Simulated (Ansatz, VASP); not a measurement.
**CsI: VASP beside Ansatz**

The input POSCAR:

```
CsI
1.0
    4.6081404514      0.0000000000      0.0000000000
    0.0000000000      4.6081404514      0.0000000000
    0.0000000000      0.0000000000      4.6081404514
Cs I
1 1
Direct
    0.0000000000      0.0000000000      0.0000000000
    0.5000000000      0.5000000000      0.5000000000
```

Contents of INCAR.step1:

```
SYSTEM = CsI
PREC     = Accurate       ! precision mode
ENCUT    = 550            ! plane-wave cutoff, eV
ISMEAR   = -1             ! smearing method
SIGMA    = 0.001          ! smearing width, eV
LREAL    = .FALSE.        ! projectors in reciprocal space
LASPH    = .TRUE.         ! aspherical terms in the spheres
NELM     = 120            ! most SCF steps
NBANDS   = 15             ! bands
GGA      = PE             ! functional
ALGO     = Normal         ! electronic algorithm
EDIFF    = 1E-5           ! SCF threshold, eV
LWAVE    = .TRUE.         ! write WAVECAR
LCHARG   = .FALSE.        ! write CHGCAR
GGA_COMPAT= .FALSE.
```

The input INCAR.step2:

```
SYSTEM = CsI
PREC     = Accurate       ! precision mode
ENCUT    = 550            ! plane-wave cutoff, eV
EDIFF    = 1E-6           ! SCF threshold, eV
ISMEAR   = -1             ! smearing method
SIGMA    = 0.001          ! smearing width, eV
LREAL    = .FALSE.        ! projectors in reciprocal space
LASPH    = .TRUE.         ! aspherical terms in the spheres
NELM     = 120            ! most SCF steps
ALGO     = Normal         ! electronic algorithm
ISIF     = 2              ! what is computed and relaxed
LWAVE    = .FALSE.        ! write WAVECAR
LCHARG   = .FALSE.        ! write CHGCAR
METAGGA  = R2SCAN         ! meta-GGA
LMIXTAU  = .TRUE.       
NBANDS   = 15             ! bands
ISTART   = 1            
GGA_COMPAT= .FALSE.
```

File KPOINTS:

```
regular mesh
0
G
  4 4 4
  0 0 0
```

Input for Ansatz:

```yaml
crystal:
  lattice:
    - [4.6081404514, 0.0, 0.0]
    - [0.0, 4.6081404514, 0.0]
    - [0.0, 0.0, 4.6081404514]
  atoms:
    - { symbol: Cs, position: [0.0, 0.0, 0.0] }
    - { symbol: I, position: [0.5, 0.5, 0.5] }
kpoints:
  mp_grid: { grid: [4, 4, 4] }
hamiltonian:
  xc: r2scan
scf:
  occupations: { method: fermi_dirac, width: 0.001 }
  n_extra_bands: 4
output:
  forces: true
  stress: true
  eigenvalues: true
```

Alike in both runs: task single point; functional r2SCAN; k mesh 4 × 4 × 4; occupations fermi-dirac, width 0.001 eV; no spin polarisation.

|  | VASP | Ansatz |
| --- | --- | --- |
| version | VASP 6.6.1 | Ansatz 0.2.0 |
| potentials or method | VASP PAW PBE potentials, release 64 (Cs_sv, I) | plane waves |
| plane-wave cutoff (eV) | 550 | 500 |
| valence electrons in the cell | 16 | 26 |

```tsv
	VASP	Ansatz	Ansatz less VASP
gap on the k mesh at the Fermi level (eV)	4.50	4.52	+0.018
pressure (GPa)	0.1	0.0	-0.03
```

VASP's potentials were made for PBE, not for r2SCAN. The functional is the same, so the differences come from potentials, cutoffs and numerics. VASP's potentials hold 16 valence electrons a cell and Ansatz's 26, so a difference there can come from the potentials and not from the codes.

Spin-orbit coupling is off throughout.
